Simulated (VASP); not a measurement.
# Si (C2/m) in VASP: single point with HSE06

Aim: the single point of Si with HSE06.

Program: VASP 6.6.1. These are calculated values, not measurements. Logs are shortened: lines on timing, memory, paths and dates and some standing lists are left out, and cuts for length are marked.

**1. The cell of the first run**

The structure is monoclinic, space group C2/m (No. 12). The conventional cell has a = 13.839 Å, b = 3.851 Å, c = 6.335 Å, α = 90.00°, β = 96.78°, γ = 90.00°. Si (site symmetry m) has 4 Si at 2.34 to 2.38 Å within 3.1 Å. Si (site symmetry m) has 4 Si at 2.38 to 2.42 Å within 3.1 Å. Si (site symmetry m) has 4 Si at 2.32 to 2.34 Å within 3.1 Å. Si (site symmetry m) has 4 Si at 2.32 to 2.42 Å within 3.1 Å.

**2. Single point, HSE06**

POSCAR reads:

```
Si
1.0
    6.9196716515     -1.9253263176     -0.0000048854
    6.9196716515      1.9253263176     -0.0000048854
   -0.7474552502      0.0000000000      6.2911247157
Si
8
Direct
    0.0556195570      0.0556195570      0.8740774346
    0.9443804430      0.9443804430      0.1259225654
    0.5590046060      0.5590046060      0.6535391500
    0.4409953940      0.4409953940      0.3464608500
    0.2128300009      0.2128300009      0.0573104885
    0.7871699991      0.7871699991      0.9426895115
    0.7270864061      0.7270864061      0.5854694191
    0.2729135939      0.2729135939      0.4145305809
```

INCAR.step1 reads:

```
SYSTEM = Si
PREC = Accurate
ENCUT = 520
EDIFF = 1E-5
ISMEAR = 0
SIGMA = 0.01
LREAL = .False.
LASPH = .True.
NELM = 60
ALGO = Normal
ISIF = 2
LWAVE = .True.
GGA = PE
NBANDS = 26
```

INCAR.step2 reads:

```
SYSTEM = Si
PREC = Accurate
ENCUT = 520
EDIFF = 1E-6
ISMEAR = 0
SIGMA = 0.01
LREAL = .False.
LASPH = .True.
NELM = 60
ALGO = Normal
ISIF = 2
LWAVE = .False.
LCHARG = .True.
GGA = PE
LHFCALC = .True.
HFSCREEN = 0.2079
PRECFOCK = Fast
LELF = .True.
LVHAR = .True.
ISTART = 1
NBANDS = 26
```

KPOINTS reads:

```
Automatic mesh
0
Gamma
  4 4 2
  0 0 0
```

Potentials or basis: VASP PAW PBE potentials, release 64 (Si).

On the command line:

```
$ cat potpaw_PBE.64/Si/POTCAR > POTCAR
$ cp INCAR.step1 INCAR
$ mpirun -np 1 vasp_std > vasp.out
$ cp INCAR.step2 INCAR
$ mpirun -np 1 vasp_std > vasp.out
```

OUTCAR:

```text
SYSTEM = Si
   PREC = Accurate
   ENCUT = 520
   EDIFF = 1E-6
   ISMEAR = 0
   LREAL = .False.
   LASPH = .True.
   NELM = 60
   ISIF = 2
   GGA = PE
   LHFCALC = .True.
   HFSCREEN = 0.2079
   PRECFOCK = Fast
   ISTART = 1

 ion  position               nearest neighbor table
   1  0.056  0.056  0.874-   5 2.34   2 2.34   3 2.38   3 2.38
   2  0.944  0.944  0.126-   6 2.34   1 2.34   4 2.38   4 2.38
   3  0.559  0.559  0.654-   1 2.38   1 2.38   4 2.39   7 2.42
   4  0.441  0.441  0.346-   2 2.38   2 2.38   3 2.39   8 2.42
   5  0.213  0.213  0.057-   8 2.32   6 2.34   6 2.34   1 2.34
   6  0.787  0.787  0.943-   7 2.32   5 2.34   5 2.34   2 2.34
   7  0.727  0.727  0.585-   6 2.32   8 2.33   8 2.33   3 2.42
   8  0.273  0.273  0.415-   5 2.32   7 2.33   7 2.33   4 2.42

  LATTYP: Found a base centered monoclinic cell.
 ALAT       =    13.8393433030
 B/A-ratio  =     0.2782395487
 C/A-ratio  =     0.4577798204
 COS(beta)  =    -0.1179819719

  Lattice vectors:

 A1 = (   6.9196716515,  -1.9253263176,  -0.0000048854)
 A2 = (   6.9196716515,   1.9253263176,  -0.0000048854)
 A3 = (  -0.7474552502,   0.0000000000,   6.2911247157)

Analysis of symmetry for initial positions (statically):
=====================================================================
 Subroutine PRICEL returns:
 Original cell was already a primitive cell.

 Routine SETGRP: Setting up the symmetry group for a
 base centered monoclinic supercell.

 Subroutine GETGRP returns: Found  4 space group operations
 (whereof  4 operations were pure point group operations)
 out of a pool of  4 trial point group operations.

The static configuration has the point symmetry C_2h.

Analysis of symmetry for dynamics (positions and initial velocities):
=====================================================================
 Subroutine PRICEL returns:
 Original cell was already a primitive cell.

 Routine SETGRP: Setting up the symmetry group for a
 base centered monoclinic supercell.

 Subroutine GETGRP returns: Found  4 space group operations
 (whereof  4 operations were pure point group operations)
 out of a pool of  4 trial point group operations.

The dynamic configuration has the point symmetry C_2h.

 Subroutine INISYM returns: Found  4 space group operations
 (whereof  4 operations are pure point group operations),
 and found     1 'primitive' translations

----------------------------------------------------------------------------------------

                                     Primitive cell

  volume of cell :     167.6286

  direct lattice vectors                    reciprocal lattice vectors
     6.919671651 -1.925326318 -0.000004885     0.072257770 -0.259696237  0.008585023
     6.919671651  1.925326318 -0.000004885     0.072257770  0.259696237  0.008585023
    -0.747455250  0.000000000  6.291124716     0.000000112  0.000000000  0.158954103

  length of vectors
     7.182530000  7.182530000  6.335372092     0.269698023  0.269698023  0.158954103

  position of ions in fractional coordinates (direct lattice)
     0.055619557  0.055619557  0.874077435
     0.944380443  0.944380443  0.125922565
     0.559004606  0.559004606  0.653539150
     0.440995394  0.440995394  0.346460850
     0.212830001  0.212830001  0.057310489
     0.787169999  0.787169999  0.942689511
     0.727086406  0.727086406  0.585469419
     0.272913594  0.272913594  0.414530581

  ion indices of the primitive-cell ions
   primitive index   ion index
                 1           1
                 2           2
                 3           3
                 4           4
                 5           5
                 6           6
                 7           7
                 8           8

----------------------------------------------------------------------------------------

 KPOINTS: Automatic mesh

Automatic generation of k-mesh.
 Grid dimensions read from file:
 generate k-points for:    4    4    2

 Generating k-lattice:

  Cartesian coordinates                     Fractional coordinates (reciprocal lattice)
     0.018064442 -0.064924059  0.002146256     0.250000000  0.000000000  0.000000000
     0.018064442  0.064924059  0.002146256     0.000000000  0.250000000  0.000000000
     0.000000056  0.000000000  0.079477051     0.000000000  0.000000000  0.500000000

  Length of vectors
     0.067424506  0.067424506  0.079477051

  Shift w.r.t. Gamma in fractional coordinates (k-lattice)
     0.000000000  0.000000000  0.000000000

 Subroutine IBZKPT returns following result:
 ===========================================

 Found     14 irreducible k-points:

 Following reciprocal coordinates:
            Coordinates               Weight
  0.000000  0.000000  0.000000      1.000000
  0.250000  0.000000  0.000000      4.000000
  0.500000  0.000000  0.000000      2.000000
  0.250000  0.250000  0.000000      2.000000
  0.500000  0.250000  0.000000      4.000000
 -0.250000  0.250000  0.000000      2.000000
  0.500000  0.500000  0.000000      1.000000
  0.000000  0.000000  0.500000      1.000000
  0.250000  0.000000  0.500000      4.000000
  0.500000 -0.000000  0.500000      2.000000
  0.250000  0.250000  0.500000      2.000000
  0.500000  0.250000  0.500000      4.000000
 -0.250000  0.250000  0.500000      2.000000
  0.500000  0.500000  0.500000      1.000000
   k-points           NKPTS =     14   k-points in BZ     NKDIM =     32   number of bands    NBANDS=     26
   number of dos      NEDOS =    301   number of ions     NIONS =      8
   total plane-waves  NPLWV = 139968
   dimension x,y,z NGX =    54 NGY =   54 NGZ =   48
   dimension x,y,z NGXF=   108 NGYF=  108 NGZF=   96
   ions per type =               8
   NGX,Y,Z   is equivalent  to a cutoff of  12.50, 12.50, 12.60 a.u.
   NGXF,Y,Z  is equivalent  to a cutoff of  25.00, 25.00, 25.19 a.u.
 SYSTEM =  Si
   PREC   = accura    normal or accurate (medium, high low for compatibility)
   ISTART =      1    job   : 0-new  1-cont  2-samecut
   ICHARG =      0    charge: 1-file 2-atom 10-const
   ISPIN  =      1    spin polarized calculation?
   LNONCOLLINEAR =      F non collinear calculations
   LSORBIT =      F    spin-orbit coupling
   LASPH  =      T    aspherical Exc in radial PAW
   ENCUT  =  520.0 eV  38.22 Ry    6.18 a.u.  13.35 13.35 11.78*2*pi/ulx,y,z
   NELM   =     60;   NELMIN=  2; NELMDL=  0     # of ELM steps
   EDIFF  = 0.1E-05   stopping-criterion for ELM
   LREAL  =      F    real-space projection
   EDIFFG = 0.1E-04   stopping-criterion for IOM
   NSW    =      0    number of steps for IOM
   IBRION =     -1    ionic relax: 0-MD 1-quasi-New 2-CG
   NFREE  =      0    steps in history (QN), initial steepest desc. (CG)
   ISIF   =      2    stress and relaxation
   ISYM   =      3    0-nonsym 1-usesym 2-fastsym
   POTIM  = 0.5000    time-step for ionic-motion
   TEBEG  =    0.0;   TEEND  =   0.0 temperature during run
   PSTRESS=    0.0 pullay stress
   NELECT =      32.0000    total number of electrons
   NUPDOWN=      -1.0000    fix difference up-down
   EMIN   =  10.00;   EMAX   =-10.00  energy-range for DOS
   EFERMI =   0.00;   METHOD = LEGACY
   ISMEAR =     0;   SIGMA  =   0.01  broadening in eV -4-tet -1-fermi 0-gaus
   EFERMI_NEDOS =   21; number of points for ismear=-14 and -15
   IALGO  =     38    algorithm
   IMIX   =      1    mixing-type and parameters
     AMIX     =   0.40;   BMIX     =  1.00
     AMIX_MAG =   1.60;   BMIX_MAG =  1.00
  volume/ion in A,a.u.               =      20.95       141.40
  Fermi-wavevector in a.u.,A,eV,Ry     =   0.942632  1.781316 12.089523  0.888555
  Thomas-Fermi vector in A             =   2.070260
   LORBIT       =      0    0 simple, 1 ext, 2 COOP (PROOUT), +10 PAW based schemes
   GGA     = PE    functional components
   LHFCALC =     T    Hartree Fock is set to
   PRECFOCK=fast      Normal, Fast or Accurate (Low or Medium for compatibility)
   ENCUT4O =  -1.0   cutoff for four orbital integrals eV
   NKREDX  =     1    reduce k-point grid by
   NKREDY  =     1    reduce k-point grid by
   NKREDZ  =     1    reduce k-point grid by
   AEXX    =    0.2500 exact exchange contribution
   HFSCREEN=    0.2079 screening length (either q_TF or 0.3 A-1)
   HFSCREENC=   0.2079 screening length for correlation (either q_TF or 0.3 A-1)
   ENCUTFOCK=  -1.0 apply spherical cutoff to Coloumb kernel
   IVDW    =     0    specifies the selected vdW correction
   LEPSILON=     F    determine dielectric tensor
   LRPA    =     F    only Hartree local field effects (RPA)
 non-spin polarized calculation
 Gauss-broadening in eV      SIGMA  =   0.01
  energy-cutoff  :      520.00
  volume of cell :      167.63
 maximum number of plane-waves:      4529
 NGX is ok and might be reduce to    54
  NGX = 30; NGY = 30; NGZ = 28

 number of electron      32.0000000 magnetization

 Free energy of the ion-electron system (eV)
  ---------------------------------------------------
  ext. energy  EPLUGINS =         0.00000000
  ---------------------------------------------------
  free energy    TOTEN  =       -49.47534710 eV

  energy without entropy =      -49.47534710  energy(sigma->0) =      -49.47534710

 E-fermi :   5.3344     XC(G=0):  -7.6331

 val. band max:        5.2608449178   @ k =   0.0000   0.0000   0.0000
 cond. band min:       6.0802160782   @ k =   0.5000   0.5000   0.5000
 fundamental gap:      0.8193711605
 Fermi energy:         5.3344449235

 k-point     1 :       0.0000    0.0000    0.0000
  band No.  band energies     occupation
      1      -8.2625      2.00000
      2      -5.7735      2.00000
      3      -5.5125      2.00000
      4      -4.9151      2.00000
      5      -2.8462      2.00000
      6      -2.2283      2.00000
[... 18 lines left out ...]
     25       9.6075      0.00000
     26       9.7158      0.00000

 k-point     2 :       0.2500    0.0000    0.0000
  band No.  band energies     occupation
      1      -7.6235      2.00000
      2      -5.5753      2.00000
      3      -4.6452      2.00000
      4      -4.3491      2.00000
      5      -3.4769      2.00000
      6      -2.2586      2.00000
[... 340 lines left out ...]
 k-point    14 :       0.5000    0.5000    0.5000
  band No.  band energies     occupation
      1      -7.3727      2.00000
      2      -6.9371      2.00000
      3      -6.1097      2.00000
      4      -5.4986      2.00000
      5      -1.1004      2.00000
      6      -0.7276      2.00000
[... 18 lines left out ...]
     25      10.1626      0.00000
     26      10.5948      0.00000

------------------------ aborting loop because EDIFF is reached ----------------------------------------

  FORCE on cell =-STRESS in cart. coord.  units (eV):
  Direction    XX          YY          ZZ          XY          YZ          ZX
  --------------------------------------------------------------------------------------
  -------------------------------------------------------------------------------------
  Total       -0.6741687      0.0484343     -1.0511845      0.0000000      0.0000000     -0.0399516
  in kB       -6.4436371      0.4629304    -10.0471165      0.0000000      0.0000000     -0.3818534
  external PRESSURE =      -5.3426077 kB  Pullay stress =       0.0000000 kB

 VOLUME and BASIS-vectors are now :
 -----------------------------------------------------------------------------
  energy-cutoff  :      520.00
  volume of cell :      167.63
      direct lattice vectors                 reciprocal lattice vectors
     6.919671651 -1.925326318 -0.000004885     0.072257770 -0.259696237  0.008585023
     6.919671651  1.925326318 -0.000004885     0.072257770  0.259696237  0.008585023
    -0.747455250  0.000000000  6.291124716     0.000000112  0.000000000  0.158954103

 POSITION                                       TOTAL-FORCE (eV/Angst)
 -----------------------------------------------------------------------------------
      0.11640      0.00000      5.49893         0.042125      0.000000     -0.020718
     12.97548      0.00000      0.79219        -0.042125      0.000000      0.020718
      7.24777      0.00000      4.11149         0.036756      0.000000      0.056268
      5.84412      0.00000      2.17962        -0.036756      0.000000     -0.056268
      2.90259      0.00000      0.36055         0.036279      0.000000     -0.045481
     10.18930      0.00000      5.93057        -0.036279      0.000000      0.045481
      9.62479      0.00000      3.68325        -0.017086      0.000000      0.042623
      3.46710      0.00000      2.60786         0.017086      0.000000     -0.042623
 -----------------------------------------------------------------------------------
    total drift:                               -0.000000     -0.000000      0.000000

  FREE ENERGIE OF THE ION-ELECTRON SYSTEM (eV)
  ---------------------------------------------------
  free  energy   TOTEN  =       -49.4753470966 eV

  energy  without entropy=      -49.4753470966  energy(sigma->0) =      -49.47534710
```

It took 70 min on 1 thread of Oxide Virtual Turin-like, shared host; peak memory 0.46 GiB.

Results:

- Free energy: -49.4753 eV
- Pressure: -0.5 GPa
- Largest force: 0.067 eV/Å
- Band gap on the k mesh: 0.82 eV (least direct gap 1.11 eV)

Forces in eV/Å, atoms in the order of the input:
```
Si   0.042  0.000 -0.021
Si  -0.042  0.000  0.021
Si   0.037  0.000  0.056
Si  -0.037  0.000 -0.056
Si   0.036  0.000 -0.045
Si  -0.036  0.000  0.045
Si  -0.017  0.000  0.043
Si   0.017  0.000 -0.043
```

Stress tensor (GPa, compression positive):
```
-0.64  0.00 -0.04
 0.00  0.05  0.00
-0.04  0.00 -1.00
```

Caveat: the k points lie up to 0.50 Å⁻¹ apart; the PAW data sets were made with another functional, which shifts forces and pressure a little. A k mesh can miss the band edges.
